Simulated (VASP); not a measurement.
A run of VASP 6.6.1 is set up as follows.

The input INCAR:

```
SYSTEM = Zn
PREC     = Accurate       ! precision mode
ENCUT    = 520            ! plane-wave cutoff, eV
EDIFF    = 1E-6           ! SCF threshold, eV
ISMEAR   = -1             ! smearing method
SIGMA    = 0.1            ! smearing width, eV
LREAL    = .False.        ! projectors in reciprocal space
LASPH    = .True.         ! aspherical terms in the spheres
NELM     = 100            ! most SCF steps
ALGO     = Normal         ! electronic algorithm
ISIF     = 2              ! what is computed and relaxed
LWAVE    = .False.        ! write WAVECAR
LCHARG   = .False.        ! write CHGCAR
NBANDS   = 19             ! bands
```

The input KPOINTS:

```
Automatic mesh
0
Gamma
  23 23 11
  0 0 0
```

Contents of POSCAR:

```
Zn
1.0
    2.5709734949      0.0000000000      0.0000000000
   -1.2854867475      2.2265283591      0.0000000000
    0.0000000000      0.0000000000      4.7361908706
Zn
2
Direct
    0.3333333333      0.6666666667      0.2500000000
    0.6666666667      0.3333333333      0.7500000000
```

Potentials or basis: VASP PAW LDA potentials, release 64 (Zn).

Command:

```bash
$ cat potpaw_LDA.64/Zn/POTCAR > POTCAR
$ mpirun -np 1 vasp_std > vasp.out
```

(1) Estimate the band gap on the k mesh.

(2) What does it give for the pressure?

## Answers

(1) zero (band 12 reaches 5.49 eV, above the bottom of band 13 at 0.86 eV).

(2) 0.8 GPa.
